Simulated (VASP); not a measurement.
Write the native input for VASP 6.6.1 that does the following.

```
Task                   : single point
Functional             : PBEsol
Potentials or basis    : VASP PAW PBE potentials, release 64 (Ni, Ge_d)
Cutoff                 : 520 eV
k mesh                 : 14 × 14 × 14
Occupations            : gaussian, width 0.1 eV
Spin                   : no spin polarisation
Dipole correction      : no
Further INCAR settings : ALGO = Fast; EDIFF = 1e-06; NBANDS = 30
```

The structure of Ni3Ge lies in POSCAR:

```
Ni3Ge
1.0
    3.5303341067      0.0000000000      0.0000000000
    0.0000000000      3.5303341067      0.0000000000
    0.0000000000      0.0000000000      3.5303341067
Ni Ge
3 1
Direct
    0.5000000000      0.0000000000      0.5000000000
    0.0000000000      0.5000000000      0.5000000000
    0.5000000000      0.5000000000      0.0000000000
    0.0000000000      0.0000000000      0.0000000000
```

These files were run (other wordings do the same):

INCAR

```
SYSTEM = Ni3Ge
PREC = Accurate
ENCUT = 520
EDIFF = 1E-6
ISMEAR = 0
SIGMA = 0.1
LREAL = .False.
LASPH = .True.
NELM = 100
ALGO = Fast
ISIF = 2
LWAVE = .False.
LCHARG = .True.
GGA = PS
LELF = .True.
LVHAR = .True.
NBANDS = 30
```

KPOINTS

```
regular mesh
0
Gamma
  14 14 14
  0 0 0
```

Potentials or basis: VASP PAW PBE potentials, release 64 (Ni, Ge_d).

Launch:

```sh
$ cat potpaw_PBE.64/Ni/POTCAR potpaw_PBE.64/Ge_d/POTCAR > POTCAR
$ mpirun -np 1 vasp_std > vasp.out
```

Results of the run:

| Quantity | Value |
| --- | --- |
| Pressure | -0.7 GPa |
| Band gap on the k mesh | zero (band 22 reaches 10.22 eV, above the bottom of band 23 at 9.99 eV) |

Caveat: the PAW data sets were made with another functional, which shifts forces and pressure a little.

It took 78 s on 1 thread of Intel(R) Xeon(R) 6975P-C (Granite Rapids), with other jobs on the host, peak memory 0.25 GiB.
